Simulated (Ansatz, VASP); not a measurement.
Two plane-wave programs on NiGe

The input INCAR:

```
PREC = Accurate
ENCUT = 520
EDIFF = 1E-7
ISMEAR = 0
SIGMA = 0.15
LREAL = F
LASPH = T
NELM = 80
ALGO = Fast
ISIF = 2
LWAVE = F
LCHARG = F
GGA = PS
NBANDS = 58
```

File KPOINTS:

```
Automatic mesh
0
Gamma
  8 12 8
```

POSCAR

```
NiGe
1.0
    5.3107947876      0.0000000000      0.0000000000
    0.0000000000      3.4400167648      0.0000000000
    0.0000000000      0.0000000000      5.7392574988
Ni Ge
4 4
Direct
    1.0047550171      0.7500000000      0.1888713156
    0.0187819495      0.2500000000      0.8111286844
    0.5187819495      0.2500000000      0.6888713156
    0.5047550171      0.7500000000      0.3111286844
    0.8116425502      0.7500000000      0.5883967035
    0.1883574498      0.2500000000      0.4116032965
    0.6883574498      0.2500000000      0.0883967035
    0.3116425502      0.7500000000      0.9116032965
```

Input for Ansatz:

```yaml
crystal:
  lattice:
    - [5.3107947876, 0.0, 0.0]
    - [0.0, 3.4400167648, 0.0]
    - [0.0, 0.0, 5.7392574988]
  atoms:
    - { symbol: Ni, position: [1.0047550171, 0.75, 0.1888713156] }
    - { symbol: Ni, position: [0.0187819495, 0.25, 0.8111286844] }
    - { symbol: Ni, position: [0.5187819495, 0.25, 0.6888713156] }
    - { symbol: Ni, position: [0.5047550171, 0.75, 0.3111286844] }
    - { symbol: Ge, position: [0.8116425502, 0.75, 0.5883967035] }
    - { symbol: Ge, position: [0.1883574498, 0.25, 0.4116032965] }
    - { symbol: Ge, position: [0.6883574498, 0.25, 0.0883967035] }
    - { symbol: Ge, position: [0.3116425502, 0.75, 0.9116032965] }
basis:
  ecutwfc: 420
kpoints:
  mp_grid: { grid: [8, 12, 8] }
hamiltonian:
  xc: pbesol
scf:
  occupations: { method: gaussian, width: 0.15 }
output:
  forces: true
  stress: true
  eigenvalues: true
```

Change from the starting cell: all Ni atoms moved +0.062 Å, as atom 1 along Cartesian [1 0 0].

Alike in both runs: task single point; functional PBEsol; k mesh 8 × 12 × 8; occupations gaussian, width 0.15 eV; no spin polarisation.

|  | VASP | Ansatz |
| --- | --- | --- |
| version | VASP 6.6.1 | Ansatz 0.2.0 |
| potentials or method | VASP PAW PBE potentials, release 64 (Ni, Ge_d), cutoff 520 eV | scalar-relativistic, plane waves, PAW |
| valence electrons in the cell | 96 | 128 |

Ansatz gave:

- gap on the k mesh at the Fermi level (eV): none
- pressure (GPa): 0.3
- traceless stress, the component that is largest in VASP (GPa): 0.17
- rms of the force components (eV/Å): 0.269

Question: Which values does VASP return?

Answer: gap on the k mesh at the Fermi level (eV): none; pressure (GPa): 0.5; traceless stress, the component that is largest in VASP (GPa): 0.09; rms of the force components (eV/Å): 0.270.

VASP's potentials were made for PBE, not for PBEsol. Atom by atom the forces differ by 0.003 eV/Å (rms over components). A gap of «none» marks a metal or a gap that the smearing closes. VASP's potentials hold 96 valence electrons a cell and Ansatz's 128, so a difference there can come from the potentials and not from the codes.
